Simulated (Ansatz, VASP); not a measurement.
## Two plane-wave programs on C

The input INCAR:

```
SYSTEM = C
PREC = Accurate
ENCUT = 520
EDIFF = 1E-7
ISMEAR = -1
SIGMA = 0.1
LREAL = .FALSE.
LASPH = .TRUE.
NELM = 100
ALGO = Normal
ISIF = 2
LWAVE = .FALSE.
LCHARG = .FALSE.
GGA = B5
ALDAX = 1.0
AGGAX = 1.0
AGGAC = 1.0
ALDAC = 0.0
NBANDS = 16
```

KPOINTS

```
Automatic mesh
0
G
  22 22 2
  0 0 0
```

Contents of POSCAR:

```
C
1.0
    1.7543237201      0.0000000000      0.0000000000
   -0.8771618600      1.5192889081      0.0000000000
    0.0000000000      0.0000000000     18.5224006514
C
4
Direct
    0.0000000000      1.0000000000      1.0000000000
    0.0000000000      1.0000000000      0.5000000000
    0.3333333333      0.6666666667      0.2500000000
    0.6666666667      0.3333333333      0.7500000000
```

Input for Ansatz:

```yaml
crystal:
  lattice:
    - [1.7543237201, 0.0, 0.0]
    - [-0.87716186, 1.5192889081, 0.0]
    - [0.0, 0.0, 18.5224006514]
  atoms:
    - { symbol: C, position: [0.0, 1.0, 1.0] }
    - { symbol: C, position: [0.0, 1.0, 0.5] }
    - { symbol: C, position: [0.3333333333, 0.6666666667, 0.25] }
    - { symbol: C, position: [0.6666666667, 0.3333333333, 0.75] }
hamiltonian:
  xc: blyp
  pseudopotentials:
    kind: paw
    azcp:
      C: "pseudopotentials/C.paw.azcp"
basis:
  ecutwfc: 420
  fft_grid_basis: typed
kpoints:
  mp_grid: { grid: [22, 22, 2], shift: [0, 0, 0] }
magnetization:
  spin_polarized: false
scf:
  occupations: { method: fermi_dirac, width: 0.1 }
  lower_state_search: "off"
output:
  stress: true
```

Alike in both runs: task single point; functional BLYP; k mesh 22 × 22 × 2; occupations fermi-dirac, width 0.1 eV; no spin polarisation.

|  | VASP | Ansatz |
| --- | --- | --- |
| version | VASP 6.6.1 | Ansatz 0.2.0 |
| potentials or method | VASP PAW PBE potentials, release 64 (C), cutoff 520 eV | plane waves (420 eV) with PAW, scalar-relativistic |
| valence electrons in the cell | 16 | 16 |

VASP gave:

| Property | Result |
| --- | --- |
| pressure (GPa) | 2.6 |
| traceless stress, the component that is largest in VASP (GPa) | -2.37 |

Question: What did Ansatz give for the same quantities?

Answer: Pressure (GPa): 2.6; traceless stress, the component that is largest in VASP (GPa): -2.35.

VASP's potentials were made for PBE, not for BLYP.
